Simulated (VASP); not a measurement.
# Mn (P6_3/mmc) in VASP: notebook

Runs on Mn. Level: PBEsol. Tasks: single point.

Everything below comes from runs of VASP 6.6.1. Logs are shortened: lines on timing, memory, paths and dates and some standing lists are left out, and cuts for length are marked.

## (1) The cell of the first run

Symmetry: P6_3/mmc, No. 194, hexagonal system. The conventional cell has a = 2.451 Å, b = 2.451 Å, c = 3.965 Å, α = 90.00°, β = 90.00°, γ = 120.00°. Within 3.2 Å of Mn (site symmetry -6m2) lie 12 Mn at 2.44 to 2.45 Å.

This isn't the form of Mn at room conditions, which is a 58-atom cubic cell.

## (2) Single point, PBEsol, collinear spin, ferromagnetic start

File INCAR:

```
ALGO = Normal
EDIFF = 1E-6
ENCUT = 520
GGA = PS
ISIF = 2
ISMEAR = -1
ISPIN = 2
LASPH = True
LCHARG = True
LELF = True
LMAXMIX = 4
LORBIT = 11
LREAL = False
LVHAR = True
LWAVE = False
MAGMOM = 3 3
NBANDS = 24
NELM = 150
PREC = Accurate
SIGMA = 0.05
```

File KPOINTS:

```
k-points
0
Gamma
  14 14 8
```

File POSCAR:

```
Mn
1.0
    2.4514152765      0.0000000000      0.0000000000
   -1.2257076382      2.1229879047      0.0000000000
    0.0000000000      0.0000000000      3.9653478828
Mn
2
Direct
    0.3333333333      0.6666666667      0.2500000000
    0.6666666667      0.3333333333      0.7500000000
```

Potentials or basis: VASP PAW PBE potentials, release 64 (Mn_pv).

Command:

```
> cat potpaw_PBE.64/Mn_pv/POTCAR > POTCAR
> mpirun -np 1 vasp_std > vasp.out
```

OUTCAR:

```text
EDIFF = 1E-6
   ENCUT = 520
   GGA = PS
   ISIF = 2
   ISMEAR = -1
   ISPIN = 2
   LASPH = True
   LORBIT = 11
   LREAL = False
   NELM = 150
   PREC = Accurate

 ion  position               nearest neighbor table
   1  0.333  0.667  0.250-   2 2.44   2 2.44   2 2.44   2 2.44   2 2.44   2 2.44
   2  0.667  0.333  0.750-   1 2.44   1 2.44   1 2.44   1 2.44   1 2.44   1 2.44

  LATTYP: Found a hexagonal cell.
 ALAT       =     2.4514152765
 C/A-ratio  =     1.6175749253

  Lattice vectors:

 A1 = (   2.4514152765,   0.0000000000,   0.0000000000)
 A2 = (  -1.2257076382,   2.1229879047,   0.0000000000)
 A3 = (   0.0000000000,   0.0000000000,   3.9653478828)

Analysis of symmetry for initial positions (statically):
=====================================================================
 Subroutine PRICEL returns:
 Original cell was already a primitive cell.

 Routine SETGRP: Setting up the symmetry group for a
 hexagonal supercell.

 Subroutine GETGRP returns: Found 24 space group operations
 (whereof 12 operations were pure point group operations)
 out of a pool of 24 trial point group operations.

The static configuration has the point symmetry D_3d.
 The point group associated with its full space group is D_6h.

Analysis of symmetry for dynamics (positions and initial velocities):
=====================================================================
 Subroutine PRICEL returns:
 Original cell was already a primitive cell.

 Routine SETGRP: Setting up the symmetry group for a
 hexagonal supercell.

 Subroutine GETGRP returns: Found 24 space group operations
 (whereof 12 operations were pure point group operations)
 out of a pool of 24 trial point group operations.

The dynamic configuration has the point symmetry D_3d.
 The point group associated with its full space group is D_6h.

Analysis of structural, dynamic, and magnetic symmetry:
=====================================================================
 Subroutine PRICEL returns:
 Original cell was already a primitive cell.

 Routine SETGRP: Setting up the symmetry group for a
 hexagonal supercell.

 Subroutine GETGRP returns: Found 24 space group operations
 (whereof 12 operations were pure point group operations)
 out of a pool of 24 trial point group operations.

The overall configuration has the point symmetry D_3d.
 The point group associated with its full space group is D_6h.

 Subroutine INISYM returns: Found 24 space group operations
 (whereof 12 operations are pure point group operations),
 and found     1 'primitive' translations

----------------------------------------------------------------------------------------

                                     Primitive cell

  volume of cell :      20.6370

  direct lattice vectors                    reciprocal lattice vectors
     2.451415277  0.000000000  0.000000000     0.407927620  0.235517121  0.000000000
    -1.225707638  2.122987905  0.000000000     0.000000000  0.471034243  0.000000000
     0.000000000  0.000000000  3.965347883     0.000000000  0.000000000  0.252184683

  length of vectors
     2.451415277  2.451415276  3.965347883     0.471034243  0.471034243  0.252184683

  position of ions in fractional coordinates (direct lattice)
     0.333333333  0.666666667  0.250000000
     0.666666667  0.333333333  0.750000000

  ion indices of the primitive-cell ions
   primitive index   ion index
                 1           1
                 2           2

----------------------------------------------------------------------------------------

 KPOINTS: k-points

Automatic generation of k-mesh.
 Grid dimensions read from file:
 generate k-points for:   14   14    8

 Generating k-lattice:

  Cartesian coordinates                     Fractional coordinates (reciprocal lattice)
     0.029137687  0.016822652  0.000000000     0.071428571  0.000000000  0.000000000
     0.000000000  0.033645303  0.000000000     0.000000000  0.071428571  0.000000000
     0.000000000  0.000000000  0.031523085     0.000000000  0.000000000  0.125000000

  Length of vectors
     0.033645303  0.033645303  0.031523085

  Shift w.r.t. Gamma in fractional coordinates (k-lattice)
     0.000000000  0.000000000  0.000000000

 Subroutine IBZKPT returns following result:
 ===========================================

 Found    120 irreducible k-points:

 Following reciprocal coordinates:
            Coordinates               Weight
  0.000000  0.000000  0.000000      1.000000
  0.071429  0.000000  0.000000      6.000000
  0.142857  0.000000  0.000000      6.000000
  0.214286  0.000000  0.000000      6.000000
  0.285714  0.000000  0.000000      6.000000
  0.357143  0.000000  0.000000      6.000000
[... 16 lines left out ...]
  0.285714  0.285714  0.000000      6.000000
  0.357143  0.285714  0.000000      6.000000
 [... further k-points ...]
   k-points           NKPTS =    120   k-points in BZ     NKDIM =    120   number of bands    NBANDS=     24
   number of dos      NEDOS =    301   number of ions     NIONS =      2
   total plane-waves  NPLWV =   9720
   dimension x,y,z NGX =    18 NGY =   18 NGZ =   30
   dimension x,y,z NGXF=    36 NGYF=   36 NGZF=   60
   ions per type =               2
   NGX,Y,Z   is equivalent  to a cutoff of  12.21, 12.21, 12.58 a.u.
   NGXF,Y,Z  is equivalent  to a cutoff of  24.41, 24.41, 25.15 a.u.
 SYSTEM =  unknown system
   PREC   = accura    normal or accurate (medium, high low for compatibility)
   ISTART =      0    job   : 0-new  1-cont  2-samecut
   ICHARG =      2    charge: 1-file 2-atom 10-const
   ISPIN  =      2    spin polarized calculation?
   LNONCOLLINEAR =      F non collinear calculations
   LSORBIT =      F    spin-orbit coupling
   LASPH  =      T    aspherical Exc in radial PAW
   ENCUT  =  520.0 eV  38.22 Ry    6.18 a.u.   4.56  4.56  7.37*2*pi/ulx,y,z
   NELM   =    150;   NELMIN=  2; NELMDL= -5     # of ELM steps
   EDIFF  = 0.1E-05   stopping-criterion for ELM
   LREAL  =      F    real-space projection
   EDIFFG = 0.1E-04   stopping-criterion for IOM
   NSW    =      0    number of steps for IOM
   IBRION =     -1    ionic relax: 0-MD 1-quasi-New 2-CG
   NFREE  =      0    steps in history (QN), initial steepest desc. (CG)
   ISIF   =      2    stress and relaxation
   ISYM   =      2    0-nonsym 1-usesym 2-fastsym
   POTIM  = 0.5000    time-step for ionic-motion
   TEBEG  =    0.0;   TEEND  =   0.0 temperature during run
   PSTRESS=    0.0 pullay stress
   NELECT =      26.0000    total number of electrons
   NUPDOWN=      -1.0000    fix difference up-down
   EMIN   =  10.00;   EMAX   =-10.00  energy-range for DOS
   EFERMI =   0.00;   METHOD = LEGACY
   ISMEAR =    -1;   SIGMA  =   0.05  broadening in eV -4-tet -1-fermi 0-gaus
   EFERMI_NEDOS =   21; number of points for ismear=-14 and -15
   IALGO  =     38    algorithm
   IMIX   =      4    mixing-type and parameters
     AMIX     =   0.40;   BMIX     =  1.00
     AMIX_MAG =   1.60;   BMIX_MAG =  1.00
  volume/ion in A,a.u.               =      10.32        69.63
  Fermi-wavevector in a.u.,A,eV,Ry     =   1.768143  3.341306 42.536296  3.126330
  Thomas-Fermi vector in A             =   2.835389
   LORBIT       =     11    0 simple, 1 ext, 2 COOP (PROOUT), +10 PAW based schemes
   GGA     = PS    functional components
   LHFCALC =     F    Hartree Fock is set to
   AEXX    =    0.0000 exact exchange contribution
   IVDW    =     0    specifies the selected vdW correction
   LEPSILON=     F    determine dielectric tensor
   LRPA    =     F    only Hartree local field effects (RPA)
 spin polarized calculation
  energy-cutoff  :      520.00
  volume of cell :       20.64
 maximum number of plane-waves:       574
   NGX =  9   NGY =  9   NGZ = 15

 number of electron      26.0000021 magnetization       0.0009841

 number of electron      26.0000021 magnetization      -0.0005791

 Free energy of the ion-electron system (eV)
  ---------------------------------------------------
  ext. energy  EPLUGINS =         0.00000000
  ---------------------------------------------------
  free energy    TOTEN  =       -19.42748273 eV

  energy without entropy =      -19.40713672  energy(sigma->0) =      -19.41730973

 E-fermi :  10.7726     XC(G=0): -14.4378

 val. band max:       10.7674949316   @ k =   0.2857   0.0000   0.5000
 cond. band min:      10.7864595330   @ k =   0.2857   0.2857   0.5000
 fundamental gap:      0.0189646014
 Fermi energy:        10.7726476049

 spin component 1

 k-point     1 :       0.0000    0.0000    0.0000
  band No.  band energies     occupation
      1     -37.4138      1.00000
      2     -36.6501      1.00000
      3     -36.6501      1.00000
      4     -36.5304      1.00000
      5     -36.5304      1.00000
      6     -36.5184      1.00000
[... 16 lines left out ...]
     23      37.9115      0.00000
     24      37.9115      0.00000
[... 598 lines left out ...]
      2     -37.0485      1.00000
      3     -37.0361      1.00000
      4     -36.8971      1.00000
      5     -36.8799      1.00000
      6     -36.8255      1.00000
[... 16 lines left out ...]
     23      27.8679      0.00000
     24      28.9043      0.00000

 [... further k-points ...]

 spin component 2

 k-point     1 :       0.0000    0.0000    0.0000
  band No.  band energies     occupation
      1     -37.4141      1.00000
      2     -36.6505      1.00000
      3     -36.6505      1.00000
      4     -36.5308      1.00000
      5     -36.5308      1.00000
      6     -36.5187      1.00000
[... 16 lines left out ...]
     23      37.9113      0.00000
     24      37.9113      0.00000
[... 598 lines left out ...]
      2     -37.0489      1.00000
      3     -37.0364      1.00000
      4     -36.8974      1.00000
      5     -36.8802      1.00000
      6     -36.8258      1.00000
[... 16 lines left out ...]
     23      27.8678      0.00000
     24      28.9042      0.00000

 [... further k-points ...]

------------------------ aborting loop because EDIFF is reached ----------------------------------------

  FORCE on cell =-STRESS in cart. coord.  units (eV):
  Direction    XX          YY          ZZ          XY          YZ          ZX
  --------------------------------------------------------------------------------------
  -------------------------------------------------------------------------------------
  Total       -0.0217311     -0.0217311     -0.0508402     -0.0000000      0.0000000     -0.0000000
  in kB       -1.6871229     -1.6871229     -3.9470466     -0.0000000      0.0000000     -0.0000000
  external PRESSURE =      -2.4404308 kB  Pullay stress =       0.0000000 kB

 VOLUME and BASIS-vectors are now :
 -----------------------------------------------------------------------------
  energy-cutoff  :      520.00
  volume of cell :       20.64
      direct lattice vectors                 reciprocal lattice vectors
     2.451415277  0.000000000  0.000000000     0.407927620  0.235517121  0.000000000
    -1.225707638  2.122987905  0.000000000     0.000000000  0.471034243  0.000000000
     0.000000000  0.000000000  3.965347883     0.000000000  0.000000000  0.252184683

 POSITION                                       TOTAL-FORCE (eV/Angst)
 -----------------------------------------------------------------------------------
     -0.00000      1.41533      0.99134         0.000000      0.000000      0.000000
      1.22571      0.70766      2.97401        -0.000000      0.000000      0.000000
 -----------------------------------------------------------------------------------
    total drift:                               -0.000000      0.000000     -0.000000

  FREE ENERGIE OF THE ION-ELECTRON SYSTEM (eV)
  ---------------------------------------------------
  free  energy   TOTEN  =       -19.4274827331 eV

  energy  without entropy=      -19.4071367196  energy(sigma->0) =      -19.41730973

 total charge

# of ion       s       p       d       tot
------------------------------------------
    1        0.446   6.432   5.199  12.077
    2        0.446   6.432   5.199  12.077
--------------------------------------------------
tot          0.891  12.864  10.399  24.154

 magnetization (x)

# of ion       s       p       d       tot
------------------------------------------
    1        0.000  -0.000  -0.000  -0.000
    2        0.000  -0.000  -0.000  -0.000
--------------------------------------------------
tot          0.000  -0.000  -0.000  -0.000
```

It took 58 s on 1 thread of Intel Xeon Platinum 8488C (Sapphire Rapids), shared host; peak memory 0.19 GiB.

Results:

```
Free energy                                           : -19.4275 eV
Pressure                                              : -0.2 GPa
Band gap on the k mesh                                : zero (filled and empty bands overlap)
Net moment                                            : 0.00 μB per cell
Valence electrons inside the program's atomic spheres : Mn 12.08
```

Stress tensor (GPa, compression positive):
```
-0.17  0.00  0.00
 0.00 -0.17  0.00
 0.00  0.00 -0.39
```

Caveat: the moments typed at the start vanished in this run; the PAW data sets were made with another functional, which shifts forces and pressure a little.

## (3) Single point, PBEsol, collinear spin, ferromagnetic start (9.08 Å³/atom)

This run uses another cell than the first one, of 9.08 Å³/atom.

File INCAR:

```
ALGO = Normal
EDIFF = 1E-6
ENCUT = 520
GGA = PS
ISIF = 2
ISMEAR = -1
ISPIN = 2
LASPH = T
LCHARG = F
LMAXMIX = 4
LORBIT = 11
LREAL = F
LWAVE = F
MAGMOM = 3 3
NBANDS = 24
NELM = 150
PREC = Accurate
SIGMA = 0.05
```

File KPOINTS:

```
k-points
0
Gamma
  17 17 9
```

File POSCAR:

```
Mn
1.0
    2.3491519668      0.0000000000      0.0000000000
   -1.1745759834      2.0344252806      0.0000000000
    0.0000000000      0.0000000000      3.7999293172
Mn
2
Direct
    0.3333333333      0.6666666667      0.2500000000
    0.6666666667      0.3333333333      0.7500000000
```

Potentials or basis: VASP PAW PBE potentials, release 64 (Mn_pv).

Command:

```
> cat potpaw_PBE.64/Mn_pv/POTCAR > POTCAR
> mpirun -np 1 vasp_std > vasp.out
```

It took 79 s on 1 thread of Intel Xeon Platinum 8488C (Sapphire Rapids), shared host; peak memory 0.21 GiB.

It converged, with:

| Item | Value |
| --- | --- |
| Free energy | -19.0639 eV |
| Pressure | 52.5 GPa |
| Band gap on the k mesh | zero (filled and empty bands overlap) |
| Net moment | 0.00 μB per cell |
| Valence electrons inside the program's atomic spheres | Mn 12.39 |

Stress tensor (GPa, compression positive):
```
52.87  0.00  0.00
 0.00 52.87  0.00
 0.00  0.00 51.89
```

Levels at points of the mesh, in eV from the Fermi level:
Spin up:
```tsv
k point	band 10	band 11	band 12	band 13	band 14	band 15	band 16	band 17
(0.00, 0.00, 0.00)	-1.24	-1.24	-0.63	-0.63	0.03	0.03	1.09	2.03
```
Spin down:
| k point | band 9 | band 10 | band 11 | band 12 | band 13 | band 14 | band 15 | band 16 | band 17 | band 18 |
| --- | --- | --- | --- | --- | --- | --- | --- | --- | --- | --- |
| (0.00, 0.00, 0.00) | -1.25 | -1.24 | -1.24 | -0.63 | -0.63 | 0.03 | 0.03 | 1.09 | 2.03 | 2.03 |

Caveat: the cell stands under pressure; the moments typed at the start vanished in this run; the PAW data sets were made with another functional, which shifts forces and pressure a little.

[end of part 1 of 2]
